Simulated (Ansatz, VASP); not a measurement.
## MgO in VASP and in Ansatz

INCAR

```
PREC = Accurate ; ENCUT = 520
EDIFF = 1E-7 ; ISMEAR = 0
SIGMA = 0.05 ; LREAL = False
LASPH = True ; NELM = 80
ALGO = Normal ; ISIF = 2
LWAVE = False ; LCHARG = True
GGA = PE ; LELF = True
LVHAR = True ; NBANDS = 16
```

Contents of KPOINTS:

```
Automatic mesh
0
Gamma
  9 9 6
```

Contents of POSCAR:

```
MgO
1.0
    3.5474000000      0.0000000000      0.0000000000
   -1.7737000000      3.0721385174      0.0000000000
    0.0000000000      0.0000000000      5.3947000000
Mg O
2 2
Direct
    0.3333333333      0.6666666667      0.0063188013
    0.6666666667      0.3333333333      0.5063188013
    0.3333333333      0.6666666667      0.3982811987
    0.6666666667      0.3333333333      0.8982811987
```

Input for Ansatz:

```yaml
crystal:
  lattice:
    - [3.5474, 0.0, 0.0]
    - [-1.7737, 3.0721385174, 0.0]
    - [0.0, 0.0, 5.3947]
  atoms:
    - { symbol: Mg, position: [0.3333333333, 0.6666666667, 0.0063188013] }
    - { symbol: Mg, position: [0.6666666667, 0.3333333333, 0.5063188013] }
    - { symbol: O, position: [0.3333333333, 0.6666666667, 0.3982811987] }
    - { symbol: O, position: [0.6666666667, 0.3333333333, 0.8982811987] }
basis:
  ecutwfc: 520.0
kpoints:
  mp_grid: { grid: [9, 9, 6] }
hamiltonian:
  xc: pbe
  pseudopotentials: { kind: paw, azcp: { folder: soft_1 } }
scf:
  occupations: { method: gaussian, width: 0.05 }
output:
  forces: true
  stress: true
  eigenvalues: true
```

Alike in both runs: task single point; functional PBE; k mesh 9 × 9 × 6; occupations gaussian, width 0.05 eV; no spin polarisation.

```csv
,VASP,Ansatz
version,VASP 6.6.1,Ansatz 0.2.0
potentials or method,"VASP PAW PBE potentials, release 64 (Mg, O), cutoff 520 eV","scalar-relativistic, plane waves, PAW"
valence electrons in the cell,16,32
```

VASP gave:

| Quantity | Value |
| --- | --- |
| gap on the k mesh at the Fermi level (eV) | 2.45 |
| least direct gap on the mesh (eV) | 2.45 |
| pressure (GPa) | -15.2 |
| traceless stress, the component that is largest in VASP (GPa) | 2.10 |
| rms of the force components (eV/Å) | 0.030 |

Question: Which values does Ansatz return?

Answer: gap on the k mesh at the Fermi level (eV): 2.47; least direct gap on the mesh (eV): 2.47; pressure (GPa): -14.8; traceless stress, the component that is largest in VASP (GPa): 2.05; rms of the force components (eV/Å): 0.029.

Atom by atom the forces differ by 0.001 eV/Å (rms over components). With one functional, cell and mesh, what is left measures potentials, basis and numerics. VASP's potentials hold 16 valence electrons a cell and Ansatz's 32, so a difference there can come from the potentials and not from the codes.
